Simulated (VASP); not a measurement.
Input of a VASP 6.6.1 run:

File POSCAR:

```
CO
1.0
    5.6734701500      0.0709805100      0.0411592400
    0.0709805100      5.6622523500      0.0498207700
    0.0411592400      0.0498207700      5.4182827700
C O
4 4
Direct
    0.9568135400      0.9581670800      0.9546350300
    0.5345340900      0.0446087200      0.4474437100
    0.4551428600      0.5425429800      0.0349861300
    0.0286308400      0.4782215700      0.5319391900
    0.0559404800      0.0594987500      0.0803009100
    0.4106586900      0.9540017000      0.5836856900
    0.5799115700      0.4459232100      0.9307307800
    0.9245068900      0.5639369600      0.4434441500
```

INCAR.step1

```
SYSTEM = CO
ALGO     = Normal         ! electronic algorithm
EDIFF    = 1E-5           ! SCF threshold, eV
ENCUT    = 660            ! plane-wave cutoff, eV
GGA      = PE             ! functional
GGA_COMPAT= .FALSE.      
ISMEAR   = 0              ! smearing method
LASPH    = .TRUE.         ! aspherical terms in the spheres
LCHARG   = .FALSE.        ! write CHGCAR
LREAL    = .FALSE.        ! projectors in reciprocal space
LWAVE    = .TRUE.         ! write WAVECAR
NBANDS   = 30             ! bands
NELM     = 120            ! most SCF steps
PREC     = Accurate       ! precision mode
SIGMA    = 0.0871         ! smearing width, eV
```

INCAR.step2

```
SYSTEM = CO
ALGO     = Normal         ! electronic algorithm
EDIFF    = 1E-6           ! SCF threshold, eV
ENCUT    = 660            ! plane-wave cutoff, eV
GGA_COMPAT= .FALSE.      
ISIF     = 2              ! what is computed and relaxed
ISMEAR   = 0              ! smearing method
ISTART   = 1            
LASPH    = .TRUE.         ! aspherical terms in the spheres
LCHARG   = .TRUE.         ! write CHGCAR
LELF     = .TRUE.         ! ELF
LMIXTAU  = .TRUE.       
LREAL    = .FALSE.        ! projectors in reciprocal space
LVHAR    = .TRUE.       
LWAVE    = .FALSE.        ! write WAVECAR
METAGGA  = R2SCAN         ! meta-GGA
NBANDS   = 30             ! bands
NELM     = 120            ! most SCF steps
PREC     = Accurate       ! precision mode
SIGMA    = 0.0871         ! smearing width, eV
```

Contents of KPOINTS:

```
Automatic mesh
0
Gamma
  3 3 4
  0.5 0.5 0
```

Potentials or basis: VASP PAW PBE potentials, release 64 (C, O).

Launch:

```sh
$ cat potpaw_PBE.64/C/POTCAR potpaw_PBE.64/O/POTCAR > POTCAR
$ cp INCAR.step1 INCAR
$ mpirun -np 1 vasp_std > vasp.out
$ cp INCAR.step2 INCAR
$ mpirun -np 1 vasp_std > vasp.out
```

Predict the largest force.

72.292 eV/Å.

Estimate the pressure.

27.1 GPa.

Stress tensor (GPa, compression positive):
```
 34.05 -22.85  19.25
-22.85  22.77  -9.81
 19.25  -9.81  24.54
```

Caveat: atoms lie so close that the PAW spheres overlap strongly, which falsifies energies and pressures; the stress differs along the axes, from 23 to 34 GPa; the PAW data sets were made with another functional, which shifts forces and pressure a little.
